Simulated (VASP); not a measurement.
Here is a VASP 6.6.1 calculation.

Contents of POSCAR:

```
GaSb
1.0
    0.0000000000      3.1354750000      3.0590000000
    3.1354750000      0.0000000000      3.0590000000
    3.1354750000      3.1354750000      0.0000000000
Ga Sb
1 1
Direct
    0.0000000000      0.0000000000      0.0000000000
    0.7500000000      0.7500000000      0.7500000000
```

INCAR.step1

```
PREC     = Accurate       # precision mode
ENCUT    = 520            # plane-wave cutoff, eV
ISMEAR   = 0              # smearing method
SIGMA    = 0.05           # smearing width, eV
LREAL    = F              # projectors in reciprocal space
LASPH    = T              # aspherical terms in the spheres
NELM     = 60             # most SCF steps
NBANDS   = 16             # bands
GGA      = PE             # functional
ALGO     = Normal         # electronic algorithm
EDIFF    = 1E-4           # SCF threshold, eV
LWAVE    = T              # write WAVECAR
LCHARG   = F              # write CHGCAR
```

The input INCAR.step2:

```
PREC     = Accurate       # precision mode
ENCUT    = 520            # plane-wave cutoff, eV
EDIFF    = 1E-7           # SCF threshold, eV
ISMEAR   = 0              # smearing method
SIGMA    = 0.05           # smearing width, eV
LREAL    = F              # projectors in reciprocal space
LASPH    = T              # aspherical terms in the spheres
NELM     = 60             # most SCF steps
ALGO     = Normal         # electronic algorithm
ISIF     = 2              # what is computed and relaxed
LWAVE    = F              # write WAVECAR
LCHARG   = F              # write CHGCAR
METAGGA  = R2SCAN         # meta-GGA
LMIXTAU  = T            
NBANDS   = 16             # bands
ISTART   = 1
```

File KPOINTS:

```
Automatic mesh
0
Gamma
  10 10 10
```

Potentials or basis: VASP PAW PBE potentials, release 64 (Ga_d, Sb).

Launch:

```sh
$ cat potpaw_PBE.64/Ga_d/POTCAR potpaw_PBE.64/Sb/POTCAR > POTCAR
$ cp INCAR.step1 INCAR
$ mpirun -np 1 vasp_std > vasp.out
$ cp INCAR.step2 INCAR
$ mpirun -np 1 vasp_std > vasp.out
```

Problem. Predict the pressure.

Solution. -2.0 GPa.

Stress tensor (GPa, compression positive):
```
-2.33  0.00  0.00
 0.00 -2.33  0.00
 0.00  0.00 -1.21
```

Caveat: the cell differs from its parent crystal (strain +0.025 along x and y, +0.000 along z); the PAW data sets were made with another functional, which shifts forces and pressure a little.
